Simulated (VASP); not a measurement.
# Si4O7 in VASP: notebook

Si4O7 is run at these levels: PBE; tasks: single point, molecular dynamics.

All numbers are computed with VASP 6.6.1; they aren't measurements. Logs are shortened: lines on timing, memory, paths and dates and some standing lists are left out, and cuts for length are marked.

## 1. The cell of the first run

The cell holds an amorphous packing of atoms, 22 atoms: a = 7.311 Å, b = 7.727 Å, c = 6.966 Å, α = 84.81°, β = 92.29°, γ = 95.63°.

## 2. Single point, PBE

Contents of INCAR:

```
  ALGO = Normal
  EDIFF = 1E-7
  ENCUT = 520
  GGA = PE
  ISIF = 2
  ISMEAR = 0
  LASPH = True
  LCHARG = True
  LELF = True
  LREAL = Auto
  LVHAR = True
  LWAVE = False
  NBANDS = 75
  NELM = 100
  PREC = Accurate
  SIGMA = 0.02
```

Contents of KPOINTS:

```
k-points
0
Gamma
  3 3 3
```

Contents of POSCAR:

```
Si4O7
1.0
    7.3002710000     -0.3651120000     -0.1357970000
   -0.3671170000      7.7114090000      0.3288980000
   -0.1332320000      0.3286300000      6.9565880000
Si O
8 14
Direct
    0.4396426789      0.1005022785      0.1983261489
    0.5093681859      0.1814888897      0.6158639404
    0.7078164929      0.6602320964      0.8892984787
    0.2933825260      0.2693865621      0.8244475792
    0.0277520818      0.5345698844      0.6473231097
    0.1672152765      0.7685277870      0.3452935755
    0.7481661746      0.9860254827      0.9202431614
    0.9105071547      0.5912774565      0.2628985520
    0.1985921169      0.6760134771      0.5661584749
    0.3044023542      0.0959905322      0.6996974398
    0.7439598513      0.5544564307      0.1097517807
    0.5146536670      0.2065957975      0.3824411133
    0.1316940254      0.6066559170      0.1979134966
    0.1142700982      0.3737484982      0.7764565825
    0.8936954208      0.6254234777      0.7781367054
    0.6070651295      0.0436066836      0.0796801085
    0.3105262316      0.2221887272      0.0568351348
    0.9419307764      0.7979862012      0.3295760903
    0.4912068262      0.3637297870      0.7276385108
    0.3184553519      0.9243716962      0.2852975453
    0.8989740813      0.4603690558      0.4641251097
    0.6794663328      0.0761977054      0.7050295079
```

Potentials or basis: VASP PAW PBE potentials, release 64 (Si, O).

Launch:

```console
$ cat potpaw_PBE.64/Si/POTCAR potpaw_PBE.64/O/POTCAR > POTCAR
$ mpirun -np 1 vasp_std > vasp.out
```

OUTCAR:

```text
EDIFF = 1E-7
   ENCUT = 520
   GGA = PE
   ISIF = 2
   ISMEAR = 0
   LASPH = True
   LREAL = Auto
   NELM = 100
   PREC = Accurate

 ion  position               nearest neighbor table
   1  0.440  0.101  0.198-  16 1.62  20 1.63  12 1.63  17 1.64   4 3.01   2 3.04
   2  0.509  0.181  0.616-  12 1.62  22 1.62  10 1.68  19 1.69   4 2.37   1 3.04   7 3.08
   3  0.708  0.660  0.889-  15 1.65  11 1.70   7 2.53   8 2.97
   4  0.293  0.269  0.824-  14 1.61  17 1.63  10 1.67  19 1.69   2 2.37   1 3.01   5 3.10
   5  0.028  0.535  0.647-  15 1.61  14 1.63   9 1.66  21 1.67   8 2.79   6 2.80   4 3.10
   6  0.167  0.769  0.345-  20 1.59   9 1.65  18 1.68  13 1.68   8 2.30   5 2.80
   7  0.748  0.986  0.920-  16 1.66  22 1.67   3 2.53   2 3.08
   8  0.911  0.591  0.263-  11 1.61  21 1.65  13 1.69  18 1.70   6 2.30   5 2.79   3 2.97
   9  0.199  0.676  0.566-   6 1.65   5 1.66
  10  0.304  0.096  0.700-   4 1.67   2 1.68
  11  0.744  0.554  0.110-   8 1.61   3 1.70
  12  0.515  0.207  0.382-   2 1.62   1 1.63
  13  0.132  0.607  0.198-   6 1.68   8 1.69
  14  0.114  0.374  0.776-   4 1.61   5 1.63
  15  0.894  0.625  0.778-   5 1.61   3 1.65
  16  0.607  0.044  0.080-   1 1.62   7 1.66
  17  0.311  0.222  0.057-   4 1.63   1 1.64
  18  0.942  0.798  0.330-   6 1.68   8 1.70
  19  0.491  0.364  0.728-   2 1.69   4 1.69
  20  0.318  0.924  0.285-   6 1.59   1 1.63
  21  0.899  0.460  0.464-   8 1.65   5 1.67
  22  0.679  0.076  0.705-   2 1.62   7 1.67

  LATTYP: Found a triclinic cell.
 ALAT       =     7.3106568974
 B/A-ratio  =     1.5246337541
 C/A-ratio  =     1.6467098253
 COS(alpha) =     0.0048094767
 COS(beta)  =     0.5674696703
 COS(gamma) =     0.7238861003

  Lattice vectors:

 A1 = (   7.3002710000,  -0.3651120000,  -0.1357970000)
 A2 = (   7.6673880000,  -8.0765210000,  -0.4646950000)
 A3 = (   7.0663860000,   7.0176670000,  -6.7634870000)

Analysis of symmetry for initial positions (statically):
=====================================================================
 Subroutine PRICEL returns:
 Original cell was already a primitive cell.

 Routine SETGRP: Setting up the symmetry group for a
 triclinic supercell.

 Subroutine GETGRP returns: Found  1 space group operations
 (whereof  1 operations were pure point group operations)
 out of a pool of  2 trial point group operations.

The static configuration has the point symmetry C_1 .

Analysis of symmetry for dynamics (positions and initial velocities):
=====================================================================
 Subroutine PRICEL returns:
 Original cell was already a primitive cell.

 Routine SETGRP: Setting up the symmetry group for a
 triclinic supercell.

 Subroutine GETGRP returns: Found  1 space group operations
 (whereof  1 operations were pure point group operations)
 out of a pool of  2 trial point group operations.

The dynamic configuration has the point symmetry C_1 .

 Subroutine INISYM returns: Found  1 space group operations
 (whereof  1 operations are pure point group operations),
 and found     1 'primitive' translations

----------------------------------------------------------------------------------------

                                     Primitive cell

  volume of cell :     389.7951

  direct lattice vectors                    reciprocal lattice vectors
     7.300271000 -0.365112000 -0.135797000     0.137346547  0.006439440  0.002326250
    -0.367117000  7.711409000  0.328898000     0.006401586  0.130239930 -0.006029946
    -0.133232000  0.328630000  6.956588000     0.002378433 -0.006031864  0.144079128

  length of vectors
     7.310656897  7.727145498  6.965620220     0.137517096  0.130536508  0.144224948

  position of ions in fractional coordinates (direct lattice)
     0.439642679  0.100502279  0.198326149
     0.509368186  0.181488890  0.615863940
     0.707816493  0.660232096  0.889298479
     0.293382526  0.269386562  0.824447579
     0.027752082  0.534569884  0.647323110
     0.167215277  0.768527787  0.345293576
[... 14 lines left out ...]
     0.898974081  0.460369056  0.464125110
     0.679466333  0.076197705  0.705029508

  ion indices of the primitive-cell ions
   primitive index   ion index
                 1           1
                 2           2
                 3           3
                 4           4
                 5           5
                 6           6
[... 14 lines left out ...]
                21          21
                22          22

----------------------------------------------------------------------------------------

 KPOINTS: k-points

Automatic generation of k-mesh.
 Grid dimensions read from file:
 generate k-points for:    3    3    3

 Generating k-lattice:

  Cartesian coordinates                     Fractional coordinates (reciprocal lattice)
     0.045782182  0.002146480  0.000775417     0.333333333  0.000000000  0.000000000
     0.002133862  0.043413310 -0.002009982    -0.000000000  0.333333333 -0.000000000
     0.000792811 -0.002010621  0.048026376     0.000000000 -0.000000000  0.333333333

  Length of vectors
     0.045839032  0.043512169  0.048074983

  Shift w.r.t. Gamma in fractional coordinates (k-lattice)
     0.000000000  0.000000000  0.000000000

 Subroutine IBZKPT returns following result:
 ===========================================

 Found     14 irreducible k-points:

 Following reciprocal coordinates:
            Coordinates               Weight
  0.000000  0.000000  0.000000      1.000000
  0.333333  0.000000  0.000000      2.000000
  0.000000  0.333333 -0.000000      2.000000
  0.333333  0.333333 -0.000000      2.000000
 -0.333333  0.333333  0.000000      2.000000
  0.000000  0.000000  0.333333      2.000000
  0.333333  0.000000  0.333333      2.000000
 -0.333333  0.000000  0.333333      2.000000
  0.000000  0.333333  0.333333      2.000000
  0.333333  0.333333  0.333333      2.000000
 -0.333333  0.333333  0.333333      2.000000
 -0.000000 -0.333333  0.333333      2.000000
  0.333333 -0.333333  0.333333      2.000000
 -0.333333 -0.333333  0.333333      2.000000
   k-points           NKPTS =     14   k-points in BZ     NKDIM =     14   number of bands    NBANDS=     75
   number of dos      NEDOS =    301   number of ions     NIONS =     22
   total plane-waves  NPLWV = 174960
   dimension x,y,z NGX =    54 NGY =   60 NGZ =   54
   dimension x,y,z NGXF=   108 NGYF=  120 NGZF=  108
   ions per type =               8  14
   NGX,Y,Z   is equivalent  to a cutoff of  12.28, 12.91, 12.89 a.u.
   NGXF,Y,Z  is equivalent  to a cutoff of  24.56, 25.82, 25.78 a.u.
 SYSTEM =  unknown system
   PREC   = accura    normal or accurate (medium, high low for compatibility)
   ISTART =      0    job   : 0-new  1-cont  2-samecut
   ICHARG =      2    charge: 1-file 2-atom 10-const
   ISPIN  =      1    spin polarized calculation?
   LNONCOLLINEAR =      F non collinear calculations
   LSORBIT =      F    spin-orbit coupling
   LASPH  =      T    aspherical Exc in radial PAW
   ENCUT  =  520.0 eV  38.22 Ry    6.18 a.u.  13.59 14.37 12.95*2*pi/ulx,y,z
   NELM   =    100;   NELMIN=  2; NELMDL= -5     # of ELM steps
   EDIFF  = 0.1E-06   stopping-criterion for ELM
   LREAL  =      T    real-space projection
   EDIFFG = 0.1E-05   stopping-criterion for IOM
   NSW    =      0    number of steps for IOM
   IBRION =     -1    ionic relax: 0-MD 1-quasi-New 2-CG
   NFREE  =      0    steps in history (QN), initial steepest desc. (CG)
   ISIF   =      2    stress and relaxation
   ISYM   =      2    0-nonsym 1-usesym 2-fastsym
   POTIM  = 0.5000    time-step for ionic-motion
   TEBEG  =    0.0;   TEEND  =   0.0 temperature during run
   PSTRESS=    0.0 pullay stress
   NELECT =     116.0000    total number of electrons
   NUPDOWN=      -1.0000    fix difference up-down
   EMIN   =  10.00;   EMAX   =-10.00  energy-range for DOS
   EFERMI =   0.00;   METHOD = LEGACY
   ISMEAR =     0;   SIGMA  =   0.02  broadening in eV -4-tet -1-fermi 0-gaus
   EFERMI_NEDOS =   21; number of points for ismear=-14 and -15
   IALGO  =     38    algorithm
   IMIX   =      4    mixing-type and parameters
     AMIX     =   0.40;   BMIX     =  1.00
     AMIX_MAG =   1.60;   BMIX_MAG =  1.00
  volume/ion in A,a.u.               =      17.72       119.57
  Fermi-wavevector in a.u.,A,eV,Ry     =   1.092988  2.065448 16.253828  1.194623
  Thomas-Fermi vector in A             =   2.229264
   LORBIT       =      0    0 simple, 1 ext, 2 COOP (PROOUT), +10 PAW based schemes
   GGA     = PE    functional components
   LHFCALC =     F    Hartree Fock is set to
   AEXX    =    0.0000 exact exchange contribution
   IVDW    =     0    specifies the selected vdW correction
   LEPSILON=     F    determine dielectric tensor
   LRPA    =     F    only Hartree local field effects (RPA)
 non-spin polarized calculation
 Gauss-broadening in eV      SIGMA  =   0.02
  energy-cutoff  :      520.00
  volume of cell :      389.80
 maximum number of plane-waves:     10527
 NGX is ok and might be reduce to    54
   NGX = 27   NGY = 29   NGZ = 25

 number of electron     116.0000026 magnetization

 Free energy of the ion-electron system (eV)
  ---------------------------------------------------
  ext. energy  EPLUGINS =         0.00000000
  ---------------------------------------------------
  free energy    TOTEN  =      -164.90364840 eV

  energy without entropy =     -164.90364840  energy(sigma->0) =     -164.90364840

 E-fermi :   1.1321     XC(G=0):  -7.5767

 val. band max:        0.9894227010   @ k =  -0.3333   0.0000   0.3333
 cond. band min:       3.0369696358   @ k =   0.0000   0.0000   0.0000
 fundamental gap:      2.0475469348
 Fermi energy:         1.1321377669

 k-point     1 :       0.0000    0.0000    0.0000
  band No.  band energies     occupation
      1     -20.5351      2.00000
      2     -20.2331      2.00000
      3     -19.8328      2.00000
      4     -19.4101      2.00000
      5     -19.2283      2.00000
      6     -19.0939      2.00000
[... 62 lines left out ...]
     69       7.8364      0.00000
     70       7.9850      0.00000

 k-point     2 :       0.3333    0.0000    0.0000
  band No.  band energies     occupation
      1     -20.5211      2.00000
      2     -20.2524      2.00000
      3     -19.8308      2.00000
      4     -19.4113      2.00000
      5     -19.2231      2.00000
      6     -19.0925      2.00000
[... 62 lines left out ...]
     69       7.9518      0.00000
     70       8.1062      0.00000

 k-point     3 :       0.0000    0.3333   -0.0000
  band No.  band energies     occupation
      1     -20.4870      2.00000
      2     -20.3304      2.00000
      3     -19.7359      2.00000
      4     -19.4697      2.00000
      5     -19.2149      2.00000
      6     -19.0947      2.00000
[... 792 lines left out ...]
     69       7.7934      0.00000
     70       7.9008      0.00000

 k-point    14 :      -0.3333   -0.3333    0.3333
  band No.  band energies     occupation
      1     -20.3629      2.00000
      2     -20.3319      2.00000
      3     -19.9079      2.00000
      4     -19.5386      2.00000
      5     -19.3067      2.00000
      6     -19.0681      2.00000
[... 62 lines left out ...]
     69       7.7510      0.00000
     70       7.9522      0.00000
 [bands above 70 left out]

------------------------ aborting loop because EDIFF is reached ----------------------------------------

  FORCE on cell =-STRESS in cart. coord.  units (eV):
  Direction    XX          YY          ZZ          XY          YZ          ZX
  --------------------------------------------------------------------------------------
  -------------------------------------------------------------------------------------
  Total        0.6202379      0.6913059      0.7557038      0.0148539      0.2388039      0.1481451
  in kB        2.5493680      2.8414791      3.1061742      0.0610543      0.9815572      0.6089219
  external PRESSURE =       2.8323404 kB  Pullay stress =       0.0000000 kB

 VOLUME and BASIS-vectors are now :
 -----------------------------------------------------------------------------
  energy-cutoff  :      520.00
  volume of cell :      389.80
      direct lattice vectors                 reciprocal lattice vectors
     7.300271000 -0.365112000 -0.135797000     0.137346547  0.006439440  0.002326250
    -0.367117000  7.711409000  0.328898000     0.006401586  0.130239930 -0.006029946
    -0.133232000  0.328630000  6.956588000     0.002378433 -0.006031864  0.144079128

 POSITION                                       TOTAL-FORCE (eV/Angst)
 -----------------------------------------------------------------------------------
      3.14619      0.67967      1.35303         0.014154     -0.000628      0.017255
      3.56985      1.41595      4.27483         0.065806     -0.017265     -0.057664
      4.80639      5.12514      6.30751        -0.060699      0.017153     -0.015590
      1.93303      2.24117      5.78410        -0.078141      0.061982      0.065334
     -0.07990      4.32488      4.67521        -0.018718     -0.010906      0.060919
      0.89257      5.97885      2.63213         0.081391      0.058846      0.016883
[... 14 lines left out ...]
      6.33191      3.37439      3.25806        -0.015142     -0.027391     -0.002095
      4.83838      0.57120      4.83739         0.012495      0.000906      0.000902
 -----------------------------------------------------------------------------------
    total drift:                               -0.012322      0.007867      0.009462

  FREE ENERGIE OF THE ION-ELECTRON SYSTEM (eV)
  ---------------------------------------------------
  free  energy   TOTEN  =      -164.9036483979 eV

  energy  without entropy=     -164.9036483979  energy(sigma->0) =     -164.90364840
```

Wall time 14 min (1 thread of Intel Xeon Platinum 8259CL at 2.50GHz (Skylake/Cascade Lake), shared host); peak memory 0.53 GiB.

Results:

```yaml
Free_energy: -164.9036 eV
Pressure: 0.3 GPa
Largest_force: 0.119 eV/Å
Band_gap_on_the_k_mesh: 2.05 eV, indirect (the least direct gap lies 1.2 meV higher)
```

Forces in eV/Å, atoms in the order of the input:
```
Si   0.014 -0.001  0.017
Si   0.066 -0.017 -0.058
Si  -0.061  0.017 -0.016
Si  -0.078  0.062  0.065
Si  -0.019 -0.011  0.061
Si   0.081  0.059  0.017
Si   0.048 -0.027  0.016
Si  -0.087 -0.072 -0.018
O    0.026  0.002  0.011
O   -0.044 -0.070 -0.012
O    0.000  0.003 -0.011
O    0.000 -0.008 -0.010
O    0.061 -0.053 -0.065
O    0.010 -0.011 -0.010
O   -0.001 -0.009  0.012
O    0.005 -0.001 -0.014
O   -0.003 -0.005 -0.002
O   -0.061  0.083  0.017
O    0.039  0.075  0.014
O    0.006  0.009 -0.013
O   -0.015 -0.027 -0.002
O    0.012  0.001  0.001
```

Stress tensor (GPa, compression positive):
```
0.25 0.01 0.06
0.01 0.28 0.10
0.06 0.10 0.31
```

Levels at points of the mesh, in eV from the valence-band top:
| k point | band 56 | band 57 | band 58 | band 59 | band 60 | band 61 |
| --- | --- | --- | --- | --- | --- | --- |
| (0.00, 0.00, 0.00) | -2.36 | -1.81 | 0.00 | 2.05 | 3.92 | 4.41 |

## 3. Single point, PBE

This run uses another cell than the first one, of 16.01 Å³/atom, 0.904 times its volume.

Contents of INCAR:

```
PREC = Accurate ; ENCUT = 520
EDIFF = 1E-6 ; ISMEAR = -1
SIGMA = 0.1379 ; LREAL = Auto
LASPH = True ; NELM = 100
ALGO = Normal ; ISIF = 2
LWAVE = False ; LCHARG = True
GGA = PE ; LELF = True
LVHAR = True ; ISYM = 0
NBANDS = 75
```

Contents of KPOINTS:

```
Automatic mesh
0
Gamma
  1 1 1
  0.25 0.25 0.25
```

Contents of POSCAR:

```
Si4O7
1.0
    7.0842070000      0.0663610000      0.0972760000
    0.0663610000      6.9740900000     -0.0358550000
    0.0972760000     -0.0358550000      7.1323860000
Si O
8 14
Direct
    0.5063509038      0.1765241256      0.0999328250
    0.6113223710      0.2087200899      0.5211450507
    0.6247317301      0.7649952671      1.0155254499
    0.3804460903      0.3665545846      0.7155332789
    0.0603961552      0.6723444749      0.6484403417
    0.1825969355      0.8902419743      0.2754139115
    0.9262900346      0.0534041051      0.8238897915
    0.9194338881      0.6236545603      0.3015921016
    0.0833103134      0.8344015925      0.4964818751
    0.3677635467      0.1992115068      0.5569414165
    0.7545607848      0.6681825403      0.1770626309
    0.6139701238      0.2715865708      0.2771680022
    0.1377724449      0.6272469859      0.2399846262
    0.2271858893      0.5478214480      0.7152242466
    0.9591996905      0.7796292686      0.8357031572
    0.6829743757      1.0166364988      0.0122243084
    0.4051024298      0.2882439180      0.9262035512
    0.0062183428     -0.0024530693      0.1518541130
    0.5939053113      0.4219705566      0.6321235308
    0.3664272448      1.0118923811      0.2229260762
    0.9018229370      0.5396022218      0.5259888780
    0.7578838190      0.0550720585      0.6371613514
```

Potentials or basis: VASP PAW PBE potentials, release 64 (Si, O).

Launch:

```console
$ cat potpaw_PBE.64/Si/POTCAR potpaw_PBE.64/O/POTCAR > POTCAR
$ mpirun -np 1 vasp_std > vasp.out
```

Wall time 1.9 min (1 thread of Intel Xeon Platinum 8259CL at 2.50GHz (Skylake/Cascade Lake), shared host); peak memory 0.37 GiB.

It converged, with:

```yaml
Free_energy: -156.6368 eV
Pressure: -3.5 GPa
Largest_force: 6.227 eV/Å
Band_gap_on_the_k_mesh: 2.18 eV
```

Forces on the atoms (eV/Å):
```
Si   0.622 -2.981  0.494
Si   0.513  0.262 -0.696
Si  -0.255  1.336 -1.666
Si  -0.174  1.890 -0.079
Si  -4.183  0.364  1.355
Si  -5.819  0.567 -2.143
Si  -0.258 -1.300  0.688
Si   3.164 -0.604  4.318
O    2.372  3.546 -1.922
O   -0.080 -1.922 -0.003
O   -1.855 -0.212 -0.362
O    0.185 -0.126  1.497
O    1.457  0.769 -1.568
O    2.977 -2.627  0.651
O   -0.521  1.015 -0.980
O   -1.734 -0.077 -0.173
O    0.385 -0.632  2.637
O    2.502 -1.756  2.284
O    0.117  0.106  0.655
O    1.923  0.071 -0.646
O    0.511  0.707 -2.274
O   -1.849  1.605 -2.067
```

Stress tensor (GPa, compression positive):
```
-0.50  2.18 -1.03
 2.18 -4.64  4.82
-1.03  4.82 -5.22
```

Levels at points of the mesh, in eV from the valence-band top:
```
           k point  band 56  band 57  band 58  band 59  band 60  band 61
(0.25, 0.25, 0.25)    -0.90    -0.51     0.00     2.18     2.61     2.82
```

Caveat: the k points lie up to 0.90 Å⁻¹ apart.

[end of part 1 of 2]
